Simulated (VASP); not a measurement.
# BaTiO3 (P4mm) in VASP: a series of runs

The runs below take BaTiO3 through single point, with PBE+U.

Program: VASP 6.6.1. These are calculated values, not measurements. Logs are shortened: lines on timing, memory, paths and dates and some standing lists are left out, and cuts for length are marked.

### 1 The cell of the first run

It takes space group P4mm (No. 99, tetragonal). Conventional cell: a = 4.000 Å, b = 4.000 Å, c = 4.018 Å, α = 90.00°, β = 90.00°, γ = 90.00°. Within 3.7 Å of Ba (site symmetry 4mm) lie 12 O at 2.79 to 2.88 Å and 8 Ti at 3.45 to 3.49 Å. Within 2.5 Å of Ti (site symmetry 4mm) lie 6 O at 1.89 to 2.13 Å. O (site symmetry 4mm) has 2 Ti at 1.89 to 2.13 Å within 2.5 Å. O (site symmetry 2mm) has 2 Ti at 2.00 Å within 2.7 Å.

### 2 Single point, PBE+U

INCAR

```
SYSTEM = BaTiO3
PREC = Accurate ; ENCUT = 520
EDIFF = 1E-6 ; ISMEAR = 1
SIGMA = 0.05 ; LREAL = .FALSE.
LASPH = .TRUE. ; NELM = 150
ALGO = Normal ; ISIF = 2
LWAVE = .FALSE. ; LCHARG = .TRUE.
LMAXMIX = 4 ; LDAU = .TRUE.
LDAUTYPE = 2 ; LDAUL = -1 2 -1
LDAUU = 0 4 0 ; LDAUJ = 0 0 0
LDAUPRINT = 1 ; GGA = PE
LELF = .TRUE. ; LVHAR = .TRUE.
NBANDS = 28
```

KPOINTS

```
Automatic mesh
0
G
  6 6 6
  0 0 0
```

POSCAR

```
BaTiO3
1.0
    3.9998000000      0.0000000000      0.0000000000
    0.0000000000      3.9998000000      0.0000000000
    0.0000000000      0.0000000000      4.0180000000
Ba Ti O
1 1 3
Direct
    0.0000000000      0.0000000000      0.0000000000
    0.5000000000      0.5000000000      0.4900000000
    0.5000000000      0.5000000000      0.0190000000
    0.5000000000      0.0000000000      0.5170000000
    0.0000000000      0.5000000000      0.5170000000
```

Potentials or basis: VASP PAW PBE potentials, release 64 (Ba_sv, Ti_sv, O).

Command:

```sh
$ cat potpaw_PBE.64/Ba_sv/POTCAR potpaw_PBE.64/Ti_sv/POTCAR potpaw_PBE.64/O/POTCAR > POTCAR
$ mpirun -np 1 vasp_std > vasp.out
```

OUTCAR:

```text
SYSTEM = BaTiO3
   PREC = Accurate
   ENCUT = 520
   EDIFF = 1E-6
   ISMEAR = 1
   LREAL = .FALSE.
   LASPH = .TRUE.
   NELM = 150
   ISIF = 2
   GGA = PE

 ion  position               nearest neighbor table
   1  0.000  0.000  0.000-   4 2.79   5 2.79   5 2.79   4 2.79   3 2.83   3 2.83   3 2.83   3 2.83
                             4 2.88   5 2.88   5 2.88   4 2.88   2 3.45   2 3.45   2 3.45   2 3.45
   2  0.500  0.500  0.490-   3 1.89   4 2.00   5 2.00   4 2.00   5 2.00   3 2.13   1 3.45   1 3.45
                             1 3.45   1 3.45   1 3.49   1 3.49   1 3.49   1 3.49
   3  0.500  0.500  0.019-   2 1.89   2 2.13   1 2.83   1 2.83   1 2.83   1 2.83
   4  0.500  0.000  0.517-   2 2.00   2 2.00   1 2.79   1 2.79   1 2.88   1 2.88
   5  0.000  0.500  0.517-   2 2.00   2 2.00   1 2.79   1 2.79   1 2.88   1 2.88

  LATTYP: Found a simple tetragonal cell.
 ALAT       =     3.9998000000
 C/A-ratio  =     1.0045502275

  Lattice vectors:

 A1 = (   3.9998000000,   0.0000000000,   0.0000000000)
 A2 = (   0.0000000000,   3.9998000000,   0.0000000000)
 A3 = (   0.0000000000,   0.0000000000,   4.0180000000)

Analysis of symmetry for initial positions (statically):
=====================================================================
 Subroutine PRICEL returns:
 Original cell was already a primitive cell.

 Routine SETGRP: Setting up the symmetry group for a
 simple tetragonal supercell.

 Subroutine GETGRP returns: Found  8 space group operations
 (whereof  8 operations were pure point group operations)
 out of a pool of 16 trial point group operations.

The static configuration has the point symmetry C_4v.

Analysis of symmetry for dynamics (positions and initial velocities):
=====================================================================
 Subroutine PRICEL returns:
 Original cell was already a primitive cell.

 Routine SETGRP: Setting up the symmetry group for a
 simple tetragonal supercell.

 Subroutine GETGRP returns: Found  8 space group operations
 (whereof  8 operations were pure point group operations)
 out of a pool of 16 trial point group operations.

The dynamic configuration has the point symmetry C_4v.

 Subroutine INISYM returns: Found  8 space group operations
 (whereof  8 operations are pure point group operations),
 and found     1 'primitive' translations

----------------------------------------------------------------------------------------

                                     Primitive cell

  volume of cell :      64.2816

  direct lattice vectors                    reciprocal lattice vectors
     3.999800000  0.000000000  0.000000000     0.250012501  0.000000000  0.000000000
     0.000000000  3.999800000  0.000000000     0.000000000  0.250012501  0.000000000
     0.000000000  0.000000000  4.018000000     0.000000000  0.000000000  0.248880040

  length of vectors
     3.999800000  3.999800000  4.018000000     0.250012501  0.250012501  0.248880040

  position of ions in fractional coordinates (direct lattice)
     0.000000000  0.000000000  0.000000000
     0.500000000  0.500000000  0.490000000
     0.500000000  0.500000000  0.019000000
     0.500000000  0.000000000  0.517000000
     0.000000000  0.500000000  0.517000000

  ion indices of the primitive-cell ions
   primitive index   ion index
                 1           1
                 2           2
                 3           3
                 4           4
                 5           5

----------------------------------------------------------------------------------------

 KPOINTS: Automatic mesh

Automatic generation of k-mesh.
 Grid dimensions read from file:
 generate k-points for:    6    6    6

[... 49 lines left out ...]
   dimension x,y,z NGXF=    60 NGYF=   60 NGZF=   60
   ions per type =               1   1   3
   NGX,Y,Z   is equivalent  to a cutoff of  12.47, 12.47, 12.41 a.u.
   NGXF,Y,Z  is equivalent  to a cutoff of  24.94, 24.94, 24.83 a.u.
 SYSTEM =  BaTiO3
   PREC   = accura    normal or accurate (medium, high low for compatibility)
   ISTART =      0    job   : 0-new  1-cont  2-samecut
   ICHARG =      2    charge: 1-file 2-atom 10-const
   ISPIN  =      1    spin polarized calculation?
   LNONCOLLINEAR =      F non collinear calculations
   LSORBIT =      F    spin-orbit coupling
   LASPH  =      T    aspherical Exc in radial PAW
   ENCUT  =  520.0 eV  38.22 Ry    6.18 a.u.   7.44  7.44  7.47*2*pi/ulx,y,z
   NELM   =    150;   NELMIN=  2; NELMDL= -5     # of ELM steps
   EDIFF  = 0.1E-05   stopping-criterion for ELM
   LREAL  =      F    real-space projection
   EDIFFG = 0.1E-04   stopping-criterion for IOM
   NSW    =      0    number of steps for IOM
   IBRION =     -1    ionic relax: 0-MD 1-quasi-New 2-CG
   NFREE  =      0    steps in history (QN), initial steepest desc. (CG)
   ISIF   =      2    stress and relaxation
   ISYM   =      2    0-nonsym 1-usesym 2-fastsym
   POTIM  = 0.5000    time-step for ionic-motion
   TEBEG  =    0.0;   TEEND  =   0.0 temperature during run
   PSTRESS=    0.0 pullay stress
   NELECT =      40.0000    total number of electrons
   NUPDOWN=      -1.0000    fix difference up-down
   EMIN   =  10.00;   EMAX   =-10.00  energy-range for DOS
   EFERMI =   0.00;   METHOD = LEGACY
   ISMEAR =     1;   SIGMA  =   0.05  broadening in eV -4-tet -1-fermi 0-gaus
   EFERMI_NEDOS =   21; number of points for ismear=-14 and -15
   IALGO  =     38    algorithm
   IMIX   =      4    mixing-type and parameters
     AMIX     =   0.40;   BMIX     =  1.00
     AMIX_MAG =   1.60;   BMIX_MAG =  1.00
  volume/ion in A,a.u.               =      12.86        86.76
  Fermi-wavevector in a.u.,A,eV,Ry     =   1.397653  2.641181 26.578078  1.953434
  Thomas-Fermi vector in A             =   2.520888
   LORBIT       =      0    0 simple, 1 ext, 2 COOP (PROOUT), +10 PAW based schemes
 LDA+U is selected, type is set to LDAUTYPE =  2
   angular momentum for each species LDAUL =    -1    2   -1
   U (eV)           for each species LDAUU =   0.0  4.0  0.0
   J (eV)           for each species LDAUJ =   0.0  0.0  0.0
   GGA     = PE    functional components
   LHFCALC =     F    Hartree Fock is set to
   AEXX    =    0.0000 exact exchange contribution
   IVDW    =     0    specifies the selected vdW correction
   LEPSILON=     F    determine dielectric tensor
   LRPA    =     F    only Hartree local field effects (RPA)
 non-spin polarized calculation
 Methfessel and Paxton  Order N= 1 SIGMA  =   0.05
  energy-cutoff  :      520.00
  volume of cell :       64.28
 maximum number of plane-waves:      1751
 NGX is ok and might be reduce to    30
   NGX = 15   NGY = 15   NGZ = 15

atom =   2  type =  2  l = 2

 onsite density matrix

spin component  1

  0.1022 -0.0000  0.0000 -0.0000 -0.0000
 -0.0000  0.1086 -0.0000 -0.0000 -0.0000
  0.0000 -0.0000  0.2435  0.0000  0.0000
 -0.0000 -0.0000  0.0000  0.1086  0.0000
 -0.0000 -0.0000  0.0000  0.0000  0.2351

spin component  2

  0.1022 -0.0000  0.0000 -0.0000 -0.0000
 -0.0000  0.1086 -0.0000 -0.0000 -0.0000
  0.0000 -0.0000  0.2435  0.0000  0.0000
 -0.0000 -0.0000  0.0000  0.1086  0.0000
 -0.0000 -0.0000  0.0000  0.0000  0.2351

 occupancies and eigenvectors

  o =  0.1022  v =  1.0000  0.0000  0.0000  0.0000  0.0000  0.0000  0.0000  0.0000  0.0000  0.0000      0.0000  0.0000  0.0000  0.0000  0.0000  0.0000  0.0000  0.0000  0.0000  0.0000
  o =  0.1022  v =  0.0000  0.0000  0.0000  0.0000  0.0000  1.0000  0.0000  0.0000  0.0000  0.0000      0.0000  0.0000  0.0000  0.0000  0.0000  0.0000  0.0000  0.0000  0.0000  0.0000
  o =  0.1086  v =  0.0000  1.0000 -0.0000  0.0005 -0.0000  0.0000  0.0000  0.0000  0.0000  0.0000      0.0000  0.0000  0.0000  0.0000  0.0000  0.0000  0.0000  0.0000  0.0000  0.0000
  o =  0.1086  v =  0.0000  0.0000  0.0000  0.0000  0.0000  0.0000  1.0000 -0.0000  0.0005 -0.0000      0.0000  0.0000  0.0000  0.0000  0.0000  0.0000  0.0000  0.0000  0.0000  0.0000
  o =  0.1086  v =  0.0000 -0.0005 -0.0000  1.0000 -0.0000  0.0000  0.0000  0.0000  0.0000  0.0000      0.0000  0.0000  0.0000  0.0000  0.0000  0.0000  0.0000  0.0000  0.0000  0.0000
  o =  0.1086  v =  0.0000  0.0000  0.0000  0.0000  0.0000  0.0000 -0.0005 -0.0000  1.0000 -0.0000      0.0000  0.0000  0.0000  0.0000  0.0000  0.0000  0.0000  0.0000  0.0000  0.0000
  o =  0.2351  v =  0.0000  0.0000  0.0000  0.0000  0.0000  0.0000  0.0000 -0.0000  0.0000  1.0000      0.0000  0.0000  0.0000  0.0000  0.0000  0.0000  0.0000  0.0000  0.0000  0.0000
  o =  0.2351  v =  0.0000  0.0000 -0.0000  0.0000  1.0000  0.0000  0.0000  0.0000  0.0000  0.0000      0.0000  0.0000  0.0000  0.0000  0.0000  0.0000  0.0000  0.0000  0.0000  0.0000
  o =  0.2435  v =  0.0000  0.0000  0.0000  0.0000  0.0000  0.0000  0.0000  1.0000  0.0000 -0.0000      0.0000  0.0000  0.0000  0.0000  0.0000  0.0000  0.0000  0.0000  0.0000  0.0000
  o =  0.2435  v =  0.0000  0.0000  1.0000  0.0000 -0.0000  0.0000  0.0000  0.0000  0.0000  0.0000      0.0000  0.0000  0.0000  0.0000  0.0000  0.0000  0.0000  0.0000  0.0000  0.0000

 number of electron      39.9999977 magnetization

 Free energy of the ion-electron system (eV)
  ---------------------------------------------------
  ext. energy  EPLUGINS =         0.00000000
  ---------------------------------------------------
  free energy    TOTEN  =       -37.27483250 eV

  energy without entropy =      -37.27490223  energy(sigma->0) =      -37.27485575

 E-fermi :   4.0144     XC(G=0): -11.2497

 val. band max:        3.9852243034   @ k =   0.5000   0.5000   0.5000
 cond. band min:       6.2343929471   @ k =   0.0000   0.0000   0.0000
 fundamental gap:      2.2491686437
 Fermi energy:         4.0143723542

 k-point     1 :       0.0000    0.0000    0.0000
  band No.  band energies     occupation
      1     -53.7083      2.00000
      2     -29.8968      2.00000
      3     -29.8702      2.00000
      4     -29.8702      2.00000
      5     -20.8806      2.00000
      6     -12.9966      2.00000
[... 733 lines left out ...]
     27      12.0727      0.00000
     28      13.4149      0.00000

 [... further k-points ...]
[... 5 lines left out ...]
  --------------------------------------------------------------------------------------
  -------------------------------------------------------------------------------------
  Total        2.8261530      2.8261530      3.3368798      0.0000000      0.0000000      0.0000000
  in kB       70.4400671     70.4400671     83.1696094      0.0000000      0.0000000      0.0000000
  external PRESSURE =      74.6832479 kB  Pullay stress =       0.0000000 kB

 VOLUME and BASIS-vectors are now :
 -----------------------------------------------------------------------------
  energy-cutoff  :      520.00
  volume of cell :       64.28
      direct lattice vectors                 reciprocal lattice vectors
     3.999800000  0.000000000  0.000000000     0.250012501  0.000000000  0.000000000
     0.000000000  3.999800000  0.000000000     0.000000000  0.250012501  0.000000000
     0.000000000  0.000000000  4.018000000     0.000000000  0.000000000  0.248880040

 POSITION                                       TOTAL-FORCE (eV/Angst)
 -----------------------------------------------------------------------------------
      0.00000      0.00000      0.00000         0.000000      0.000000      0.067795
      1.99990      1.99990      1.96882        -0.000000      0.000000      0.469796
      1.99990      1.99990      0.07634        -0.000000     -0.000000     -0.272703
      1.99990      0.00000      2.07731        -0.000000      0.000000     -0.132444
      0.00000      1.99990      2.07731        -0.000000      0.000000     -0.132444
 -----------------------------------------------------------------------------------
    total drift:                                0.000000      0.000000      0.000128

  FREE ENERGIE OF THE ION-ELECTRON SYSTEM (eV)
  ---------------------------------------------------
  free  energy   TOTEN  =       -37.2748325024 eV

  energy  without entropy=      -37.2749022341  energy(sigma->0) =      -37.27485575
```

Wall time 1.8 min (1 thread of AMD EPYC 7R43 (Zen 3), shared host); peak memory 0.18 GiB.

What came out:

```
Free energy            : -37.2748 eV
Pressure               : 7.5 GPa
Largest force          : 0.470 eV/Å
Band gap on the k mesh : 2.25 eV, indirect (least direct gap 2.56 eV)
```

Forces on the atoms (eV/Å):
```
Ba   0.000  0.000  0.068
Ti   0.000  0.000  0.470
O    0.000  0.000 -0.273
O    0.000  0.000 -0.132
O    0.000  0.000 -0.132
```

Stress tensor (GPa, compression positive):
```
7.04 0.00 0.00
0.00 7.04 0.00
0.00 0.00 8.32
```

Eigenvalues of the final occupation matrices:
| site | spin | trace | eigenvalues |
| --- | --- | --- | --- |
| site 2 d | 1 | 0.80 | 0.10 0.11 0.11 0.24 0.24 |
| site 2 d | 2 | 0.80 | 0.10 0.11 0.11 0.24 0.24 |

Caveat: spin-orbit coupling is left out, which moves the levels of the heavy elements. A k mesh can miss the band edges.

### 3 Single point, PBE+U

INCAR

```
PREC = Accurate ; ENCUT = 520
EDIFF = 1E-7 ; ISMEAR = 1
SIGMA = 0.05 ; LREAL = F
LASPH = T ; NELM = 150
ALGO = Normal ; ISIF = 2
LWAVE = F ; LCHARG = T
LMAXMIX = 4 ; LDAU = T
LDAUTYPE = 2 ; LDAUL = -1 2 -1
LDAUU = 0 6 0 ; LDAUJ = 0 0 0
LDAUPRINT = 1 ; GGA = PE
LELF = T ; LVHAR = T
NBANDS = 28
```

KPOINTS

```
regular mesh
0
Gamma
  6 6 6
```

POSCAR is that of step 2.

Potentials or basis: VASP PAW PBE potentials, release 64 (Ba_sv, Ti_sv, O).

Command:

```sh
$ cat potpaw_PBE.64/Ba_sv/POTCAR potpaw_PBE.64/Ti_sv/POTCAR potpaw_PBE.64/O/POTCAR > POTCAR
$ mpirun -np 1 vasp_std > vasp.out
```

Wall time 1.7 min (1 thread of AMD EPYC 7R43 (Zen 3), shared host); peak memory 0.18 GiB.

Results (log left out):

| Property | Result |
| --- | --- |
| Free energy | -36.0039 eV |
| Pressure | 9.1 GPa |
| Largest force | 0.768 eV/Å |
| Band gap on the k mesh | 2.52 eV, indirect (least direct gap 2.84 eV) |

Forces in eV/Å, atoms in the order of the input:
```
Ba   0.000  0.000  0.064
Ti   0.000  0.000  0.768
O    0.000  0.000 -0.555
O    0.000  0.000 -0.139
O    0.000  0.000 -0.139
```

Stress tensor (GPa, compression positive):
```
 8.65  0.00  0.00
 0.00  8.65  0.00
 0.00  0.00 10.09
```

Levels at points of the mesh, in eV from the valence-band top:
| k point | band 17 | band 18 | band 19 | band 20 | band 21 | band 22 | band 23 | band 24 |
| --- | --- | --- | --- | --- | --- | --- | --- | --- |
| (0.00, 0.00, 0.00) | -1.16 | -0.35 | -0.32 | -0.32 | 2.52 | 2.66 | 2.66 | 4.05 |
| (0.50, 0.00, 0.00) | -1.70 | -1.65 | -1.00 | -0.93 | 2.85 | 4.07 | 4.19 | 4.20 |
| (0.50, 0.50, 0.00) | -1.99 | -0.99 | -0.99 | -0.09 | 4.22 | 4.22 | 4.66 | 4.66 |
| (0.00, 0.00, 0.50) | -1.81 | -1.81 | -0.81 | -0.81 | 2.73 | 4.05 | 4.23 | 4.23 |
| (0.50, 0.00, 0.50) | -1.95 | -0.93 | -0.92 | -0.17 | 4.23 | 4.25 | 4.62 | 4.81 |
| (0.50, 0.50, 0.50) | -2.28 | -0.08 | -0.08 | 0.00 | 4.85 | 4.85 | 4.88 | 6.43 |

Eigenvalues of the final occupation matrices:
```csv
site,spin,trace,eigenvalues
site 2 d,1,0.76,0.09 0.10 0.10 0.23 0.24
site 2 d,2,0.76,0.09 0.10 0.10 0.23 0.24
```

Caveat: spin-orbit coupling is left out, which moves the levels of the heavy elements.
